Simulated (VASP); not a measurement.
Wanted: the native input for a VASP 6.6.1 run.

- Task: single point
- Functional: r2SCAN
- Potentials or basis: VASP PAW PBE potentials, release 64 (Ge_d)
- Cutoff: 520 eV
- k mesh: 6 × 6 × 6
- Occupations: gaussian, width 0.05 eV
- Spin: no spin polarisation
- Dipole correction: no
- Further INCAR settings: ALGO = Normal; EDIFF = 1e-06; NBANDS = 66

Crystal: Ge.

```
Ge
1.0
     5.67475    0.00000    0.00000
     0.00000    5.67475    0.00000
     0.00000    0.00000    5.67475
Ge
8
Direct
  0.00000 0.00000 0.00000
  0.00000 0.50000 0.50000
  0.50000 0.00000 0.50000
  0.50000 0.50000 0.00000
  0.25000 0.25000 0.25000
  0.25000 0.75000 0.75000
  0.75000 0.25000 0.75000
  0.75000 0.75000 0.25000
```

One way to write it, as run:

POSCAR

```
Ge
1.0
    5.6747519145      0.0000000000      0.0000000000
    0.0000000000      5.6747519145      0.0000000000
    0.0000000000      0.0000000000      5.6747519145
Ge
8
Direct
    0.0000000000      0.0000000000      0.0000000000
    0.0000000000      0.5000000000      0.5000000000
    0.5000000000      0.0000000000      0.5000000000
    0.5000000000      0.5000000000      0.0000000000
    0.2500000000      0.2500000000      0.2500000000
    0.2500000000      0.7500000000      0.7500000000
    0.7500000000      0.2500000000      0.7500000000
    0.7500000000      0.7500000000      0.2500000000
```

INCAR.step1

```
PREC = Accurate ; ENCUT = 520
ISMEAR = 0 ; SIGMA = 0.05
LREAL = False ; LASPH = True
NELM = 80 ; NBANDS = 66
GGA = PE ; ALGO = Normal
EDIFF = 1E-4 ; LWAVE = True
LCHARG = False
```

INCAR.step2

```
PREC = Accurate ; ENCUT = 520
EDIFF = 1E-6 ; ISMEAR = 0
SIGMA = 0.05 ; LREAL = False
LASPH = True ; NELM = 80
ALGO = Normal ; ISIF = 2
LWAVE = False ; LCHARG = True
METAGGA = R2SCAN ; LMIXTAU = True
LELF = True ; LVHAR = True
NBANDS = 66 ; ISTART = 1
```

KPOINTS

```
regular mesh
0
Gamma
  6 6 6
```

Potentials or basis: VASP PAW PBE potentials, release 64 (Ge_d).

Command:

```console
$ cat potpaw_PBE.64/Ge_d/POTCAR > POTCAR
$ cp INCAR.step1 INCAR
$ mpirun -np 1 vasp_std > vasp.out
$ cp INCAR.step2 INCAR
$ mpirun -np 1 vasp_std > vasp.out
```

It gave:

```
Pressure               : 0.1 GPa
Band gap on the k mesh : 0.32 eV
```

Caveat: the PAW data sets were made with another functional, which shifts forces and pressure a little.

It took 8.3 min on 1 thread of Intel(R) Xeon(R) 6975P-C (Granite Rapids), with other jobs on the host, peak memory 0.37 GiB.
